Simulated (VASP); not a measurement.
# TiSbOs4 (F-43m) in VASP: further runs

TiSbOs4 is run at these levels: PBE; tasks: single point, relaxation of cell and atoms.

Everything below comes from runs of VASP 6.6.1. Logs are shortened: lines on timing, memory, paths and dates and some standing lists are left out, and cuts for length are marked.

### 1 The cell of the first run

Symmetry: F-43m, No. 216, cubic system. The conventional cell has a = 7.122 Å, b = 7.122 Å, c = 7.122 Å, α = 90.00°, β = 90.00°, γ = 90.00°. Ti (site symmetry -43m) has 12 Os at 2.95 Å and 4 Sb at 3.08 Å within 3.9 Å. Sb (site symmetry -43m) has 12 Os at 2.95 Å and 4 Ti at 3.08 Å within 3.9 Å. Within 3.3 Å of Os (site symmetry 3m) lie 6 Os at 2.52 Å and 3 Ti at 2.95 Å and 3 Sb at 2.95 Å.

### 2 Single point, PBE

INCAR reads:

```
ALGO     = Normal         # electronic algorithm
EDIFF    = 1E-6           # SCF threshold, eV
ENCUT    = 520            # plane-wave cutoff, eV
GGA      = PE             # functional
ISIF     = 2              # what is computed and relaxed
ISMEAR   = 0              # smearing method
LASPH    = True           # aspherical terms in the spheres
LCHARG   = False          # write CHGCAR
LREAL    = False          # projectors in reciprocal space
LWAVE    = False          # write WAVECAR
NBANDS   = 34             # bands
NELM     = 100            # most SCF steps
PREC     = Accurate       # precision mode
SIGMA    = 0.1            # smearing width, eV
```

KPOINTS reads:

```
k-points
0
Gamma
  4 4 4
```

POSCAR reads:

```
TiSbOs4
1.0
    0.0000000000      3.5612083053      3.5612083053
    3.5612083053      0.0000000000      3.5612083053
    3.5612083053      3.5612083053      0.0000000000
Ti Sb Os
1 1 4
Direct
    0.0000000000      0.0000000000      0.0000000000
    0.7500000000      0.7500000000      0.7500000000
    0.3750000000      0.8750000000      0.3750000000
    0.3750000000      0.3750000000      0.8750000000
    0.3750000000      0.3750000000      0.3750000000
    0.8750000000      0.3750000000      0.3750000000
```

Potentials or basis: VASP PAW PBE potentials, release 64 (Ti_sv, Sb, Os).

Run with:

```bash
cat potpaw_PBE.64/Ti_sv/POTCAR potpaw_PBE.64/Sb/POTCAR potpaw_PBE.64/Os/POTCAR > POTCAR
mpirun -np 1 vasp_std > vasp.out
```

OUTCAR:

```text
EDIFF = 1E-6
   ENCUT = 520
   GGA = PE
   ISIF = 2
   ISMEAR = 0
   LASPH = True
   LREAL = False
   NELM = 100
   PREC = Accurate

 ion  position               nearest neighbor table
   1  0.000  0.000  0.000-   3 2.95   5 2.95   6 2.95   4 2.95   5 2.95   6 2.95   3 2.95   4 2.95
                             5 2.95   3 2.95   4 2.95   6 2.95   2 3.08   2 3.08   2 3.08   2 3.08
   2  0.750  0.750  0.750-   3 2.95   4 2.95   5 2.95   4 2.95   5 2.95   6 2.95   3 2.95   5 2.95
                             6 2.95   3 2.95   4 2.95   6 2.95   1 3.08   1 3.08   1 3.08   1 3.08
   3  0.375  0.875  0.375-   5 2.52   4 2.52   4 2.52   5 2.52   6 2.52   6 2.52   2 2.95   1 2.95
                             2 2.95   1 2.95   1 2.95   2 2.95
   4  0.375  0.375  0.875-   5 2.52   3 2.52   5 2.52   6 2.52   3 2.52   6 2.52   2 2.95   1 2.95
                             2 2.95   1 2.95   1 2.95   2 2.95
   5  0.375  0.375  0.375-   3 2.52   4 2.52   6 2.52   4 2.52   3 2.52   6 2.52   2 2.95   1 2.95
                             2 2.95   1 2.95   2 2.95   1 2.95
   6  0.875  0.375  0.375-   5 2.52   4 2.52   3 2.52   3 2.52   4 2.52   5 2.52   1 2.95   2 2.95
                             1 2.95   2 2.95   1 2.95   2 2.95

  LATTYP: Found a face centered cubic cell.
 ALAT       =     7.1224166106

  Lattice vectors:

 A1 = (   0.0000000000,   3.5612083053,   3.5612083053)
 A2 = (   3.5612083053,   0.0000000000,   3.5612083053)
 A3 = (   3.5612083053,   3.5612083053,   0.0000000000)

Analysis of symmetry for initial positions (statically):
=====================================================================
 Subroutine PRICEL returns:
 Original cell was already a primitive cell.

 Routine SETGRP: Setting up the symmetry group for a
 face centered cubic supercell.

 Subroutine GETGRP returns: Found 24 space group operations
 (whereof 24 operations were pure point group operations)
 out of a pool of 48 trial point group operations.

The static configuration has the point symmetry T_d .

Analysis of symmetry for dynamics (positions and initial velocities):
=====================================================================
 Subroutine PRICEL returns:
 Original cell was already a primitive cell.

 Routine SETGRP: Setting up the symmetry group for a
 face centered cubic supercell.

 Subroutine GETGRP returns: Found 24 space group operations
 (whereof 24 operations were pure point group operations)
 out of a pool of 48 trial point group operations.

The dynamic configuration has the point symmetry T_d .

 Subroutine INISYM returns: Found 24 space group operations
 (whereof 24 operations are pure point group operations),
 and found     1 'primitive' translations

----------------------------------------------------------------------------------------

                                     Primitive cell

  volume of cell :      90.3279

  direct lattice vectors                    reciprocal lattice vectors
     0.000000000  3.561208305  3.561208305    -0.140401784  0.140401784  0.140401784
     3.561208305  0.000000000  3.561208305     0.140401784 -0.140401784  0.140401784
     3.561208305  3.561208305  0.000000000     0.140401784  0.140401784 -0.140401784

  length of vectors
     5.036309084  5.036309084  5.036309084     0.243183024  0.243183024  0.243183024

  position of ions in fractional coordinates (direct lattice)
     0.000000000  0.000000000  0.000000000
     0.750000000  0.750000000  0.750000000
     0.375000000  0.875000000  0.375000000
     0.375000000  0.375000000  0.875000000
     0.375000000  0.375000000  0.375000000
     0.875000000  0.375000000  0.375000000

  ion indices of the primitive-cell ions
   primitive index   ion index
                 1           1
                 2           2
                 3           3
                 4           4
                 5           5
                 6           6

----------------------------------------------------------------------------------------

 KPOINTS: k-points

Automatic generation of k-mesh.
 Grid dimensions read from file:
 generate k-points for:    4    4    4

 Generating k-lattice:

  Cartesian coordinates                     Fractional coordinates (reciprocal lattice)
    -0.035100446  0.035100446  0.035100446     0.250000000  0.000000000  0.000000000
     0.035100446 -0.035100446  0.035100446     0.000000000  0.250000000  0.000000000
     0.035100446  0.035100446 -0.035100446     0.000000000  0.000000000  0.250000000

  Length of vectors
     0.060795756  0.060795756  0.060795756

  Shift w.r.t. Gamma in fractional coordinates (k-lattice)
     0.000000000  0.000000000  0.000000000

 Subroutine IBZKPT returns following result:
 ===========================================

 Found      8 irreducible k-points:

 Following reciprocal coordinates:
            Coordinates               Weight
  0.000000  0.000000  0.000000      1.000000
  0.250000  0.000000  0.000000      8.000000
  0.500000  0.000000  0.000000      4.000000
  0.250000  0.250000  0.000000      6.000000
  0.500000  0.250000  0.000000     24.000000
 -0.250000  0.250000  0.000000     12.000000
  0.500000  0.500000  0.000000      3.000000
 -0.250000  0.500000  0.250000      6.000000
   k-points           NKPTS =      8   k-points in BZ     NKDIM =      8   number of bands    NBANDS=     34
   number of dos      NEDOS =    301   number of ions     NIONS =      6
   total plane-waves  NPLWV =  64000
   dimension x,y,z NGX =    40 NGY =   40 NGZ =   40
   dimension x,y,z NGXF=    80 NGYF=   80 NGZF=   80
   ions per type =               1   1   4
   NGX,Y,Z   is equivalent  to a cutoff of  13.20, 13.20, 13.20 a.u.
   NGXF,Y,Z  is equivalent  to a cutoff of  26.41, 26.41, 26.41 a.u.
 SYSTEM =  unknown system
   PREC   = accura    normal or accurate (medium, high low for compatibility)
   ISTART =      0    job   : 0-new  1-cont  2-samecut
   ICHARG =      2    charge: 1-file 2-atom 10-const
   ISPIN  =      1    spin polarized calculation?
   LNONCOLLINEAR =      F non collinear calculations
   LSORBIT =      F    spin-orbit coupling
   LASPH  =      T    aspherical Exc in radial PAW
   ENCUT  =  520.0 eV  38.22 Ry    6.18 a.u.   9.36  9.36  9.36*2*pi/ulx,y,z
   NELM   =    100;   NELMIN=  2; NELMDL= -5     # of ELM steps
   EDIFF  = 0.1E-05   stopping-criterion for ELM
   LREAL  =      F    real-space projection
   EDIFFG = 0.1E-04   stopping-criterion for IOM
   NSW    =      0    number of steps for IOM
   IBRION =     -1    ionic relax: 0-MD 1-quasi-New 2-CG
   NFREE  =      0    steps in history (QN), initial steepest desc. (CG)
   ISIF   =      2    stress and relaxation
   ISYM   =      2    0-nonsym 1-usesym 2-fastsym
   POTIM  = 0.5000    time-step for ionic-motion
   TEBEG  =    0.0;   TEEND  =   0.0 temperature during run
   PSTRESS=    0.0 pullay stress
   NELECT =      49.0000    total number of electrons
   NUPDOWN=      -1.0000    fix difference up-down
   EMIN   =  10.00;   EMAX   =-10.00  energy-range for DOS
   EFERMI =   0.00;   METHOD = LEGACY
   ISMEAR =     0;   SIGMA  =   0.10  broadening in eV -4-tet -1-fermi 0-gaus
   EFERMI_NEDOS =   21; number of points for ismear=-14 and -15
   IALGO  =     38    algorithm
   IMIX   =      4    mixing-type and parameters
     AMIX     =   0.40;   BMIX     =  1.00
     AMIX_MAG =   1.60;   BMIX_MAG =  1.00
  volume/ion in A,a.u.               =      15.05       101.59
  Fermi-wavevector in a.u.,A,eV,Ry     =   1.335158  2.523084 24.254400  1.782648
  Thomas-Fermi vector in A             =   2.463884
   LORBIT       =      0    0 simple, 1 ext, 2 COOP (PROOUT), +10 PAW based schemes
   GGA     = PE    functional components
   LHFCALC =     F    Hartree Fock is set to
   AEXX    =    0.0000 exact exchange contribution
   IVDW    =     0    specifies the selected vdW correction
   LEPSILON=     F    determine dielectric tensor
   LRPA    =     F    only Hartree local field effects (RPA)
 non-spin polarized calculation
 Gauss-broadening in eV      SIGMA  =   0.10
  energy-cutoff  :      520.00
  volume of cell :       90.33
 maximum number of plane-waves:      2468
 NGX is ok and might be reduce to    40
   NGX = 19   NGY = 19   NGZ = 19

 number of electron      49.0000007 magnetization

 Free energy of the ion-electron system (eV)
  ---------------------------------------------------
  ext. energy  EPLUGINS =         0.00000000
  ---------------------------------------------------
  free energy    TOTEN  =       -53.43349822 eV

  energy without entropy =      -53.40174834  energy(sigma->0) =      -53.41762328

 E-fermi :  10.6857     XC(G=0): -13.2037

 val. band max:       10.6460108177   @ k =   0.0000   0.0000   0.0000
 cond. band min:      10.7339827525   @ k =   0.2500   0.0000   0.0000
 fundamental gap:      0.0879719348
 Fermi energy:        10.6856953975

 k-point     1 :       0.0000    0.0000    0.0000
  band No.  band energies     occupation
      1     -46.7659      2.00000
      2     -23.0227      2.00000
      3     -23.0227      2.00000
      4     -23.0227      2.00000
      5      -2.0725      2.00000
      6       1.0586      2.00000
[... 26 lines left out ...]
     33      14.9719      0.00000
     34      14.9719      0.00000

 k-point     2 :       0.2500    0.0000    0.0000
  band No.  band energies     occupation
      1     -46.7658      2.00000
      2     -23.0243      2.00000
      3     -23.0225      2.00000
      4     -23.0225      2.00000
      5      -1.5661      2.00000
      6       1.4622      2.00000
[... 26 lines left out ...]
     33      13.6974      0.00000
     34      13.6974      0.00000
[... 183 lines left out ...]
     33      13.1974      0.00000
     34      13.7444      0.00000

 k-point     8 :      -0.2500    0.5000    0.2500
  band No.  band energies     occupation
      1     -46.7656      2.00000
      2     -23.0244      2.00000
      3     -23.0235      2.00000
      4     -23.0231      2.00000
      5      -0.6233      2.00000
      6       2.9315      2.00000
[... 26 lines left out ...]
     33      12.6000      0.00000
     34      14.5892      0.00000

------------------------ aborting loop because EDIFF is reached ----------------------------------------

  FORCE on cell =-STRESS in cart. coord.  units (eV):
  Direction    XX          YY          ZZ          XY          YZ          ZX
  --------------------------------------------------------------------------------------
  -------------------------------------------------------------------------------------
  Total       18.3781525     18.3781525     18.3781525      0.0000000      0.0000000      0.0000000
  in kB      325.9795111    325.9795111    325.9795111      0.0000000      0.0000000      0.0000000
  external PRESSURE =     325.9795111 kB  Pullay stress =       0.0000000 kB

 VOLUME and BASIS-vectors are now :
 -----------------------------------------------------------------------------
  energy-cutoff  :      520.00
  volume of cell :       90.33
      direct lattice vectors                 reciprocal lattice vectors
     0.000000000  3.561208305  3.561208305    -0.140401784  0.140401784  0.140401784
     3.561208305  0.000000000  3.561208305     0.140401784 -0.140401784  0.140401784
     3.561208305  3.561208305  0.000000000     0.140401784  0.140401784 -0.140401784

 POSITION                                       TOTAL-FORCE (eV/Angst)
 -----------------------------------------------------------------------------------
      0.00000      0.00000      0.00000        -0.000000     -0.000000     -0.000000
      5.34181      5.34181      5.34181        -0.000000     -0.000000     -0.000000
      4.45151      2.67091      4.45151         0.141499     -0.141499      0.141499
      4.45151      4.45151      2.67091         0.141499      0.141499     -0.141499
      2.67091      2.67091      2.67091        -0.141499     -0.141499     -0.141499
      2.67091      4.45151      4.45151        -0.141499      0.141499      0.141499
 -----------------------------------------------------------------------------------
    total drift:                                0.000000      0.000000      0.000000

  FREE ENERGIE OF THE ION-ELECTRON SYSTEM (eV)
  ---------------------------------------------------
  free  energy   TOTEN  =       -53.4334982170 eV

  energy  without entropy=      -53.4017483439  energy(sigma->0) =      -53.41762328
```

It took 27 s on 1 thread of AMD EPYC 9R45 (Zen 5), shared host; peak memory 0.21 GiB.

What came out:

| Property | Result |
| --- | --- |
| Free energy | -53.4335 eV |
| Pressure | 32.6 GPa |
| Band gap on the k mesh | zero (an odd number of electrons rules out a gap without spin polarisation) |

Caveat: the k points lie up to 0.38 Å⁻¹ apart, too coarse for converged energies and pressures of a metal; spin-orbit coupling is left out, which moves the levels of the heavy elements.

### 3 Single point, PBE

This run uses another cell than the first one, of 16.78 Å³/atom.

INCAR reads:

```
PREC = Accurate
ENCUT = 520
EDIFF = 1E-7
ISMEAR = 0
SIGMA = 0.1
LREAL = F
LASPH = T
NELM = 100
ALGO = Normal
ISIF = 2
LWAVE = F
LCHARG = F
GGA = PE
NBANDS = 34
```

KPOINTS reads:

```
Automatic mesh
0
Gamma
  4 4 4
```

POSCAR reads:

```
TiSbOs4
1.0
    0.0000000000      3.6922955738      3.6922955738
    3.6922955738      0.0000000000      3.6922955738
    3.6922955738      3.6922955738      0.0000000000
Ti Sb Os
1 1 4
Direct
    0.0000000000      0.0000000000      0.0000000000
    0.7500000000      0.7500000000      0.7500000000
    0.3747094847      0.8758715459      0.3747094847
    0.3747094847      0.3747094847      0.8758715459
    0.3747094847      0.3747094847      0.3747094847
    0.8758715459      0.3747094847      0.3747094847
```

Potentials or basis: VASP PAW PBE potentials, release 64 (Ti_sv, Sb, Os).

Run with:

```bash
cat potpaw_PBE.64/Ti_sv/POTCAR potpaw_PBE.64/Sb/POTCAR potpaw_PBE.64/Os/POTCAR > POTCAR
mpirun -np 1 vasp_std > vasp.out
```

It took 29 s on 1 thread of AMD EPYC 9R45 (Zen 5), shared host; peak memory 0.21 GiB.

The run converged. Its results:

* Free energy: -54.3871 eV
* Pressure: 0.1 GPa
* Largest force: 0.016 eV/Å
* Band gap on the k mesh: zero (an odd number of electrons rules out a gap without spin polarisation)

Forces on the atoms (eV/Å):
```
Ti   0.000  0.000  0.000
Sb   0.000  0.000  0.000
Os   0.009 -0.009  0.009
Os   0.009  0.009 -0.009
Os  -0.009 -0.009 -0.009
Os  -0.009  0.009  0.009
```

Levels at points of the mesh, in eV from the Fermi level:
| k point | band 22 | band 23 | band 24 | band 25 | band 26 | band 27 |
| --- | --- | --- | --- | --- | --- | --- |
| (0.00, 0.00, 0.00) | -0.18 | -0.18 | -0.01 | -0.01 | -0.01 | 0.52 |
| (0.50, 0.00, 0.00) | -0.36 | -0.36 | -0.19 | 0.15 | 0.15 | 0.52 |
| (0.50, 0.50, 0.00) | -2.24 | -0.93 | -0.06 | -0.05 | -0.05 | 0.27 |

Caveat: the k points lie up to 0.37 Å⁻¹ apart, too coarse for converged energies and pressures of a metal; spin-orbit coupling is left out, which moves the levels of the heavy elements.

(Part 1 of 3 ends here.)
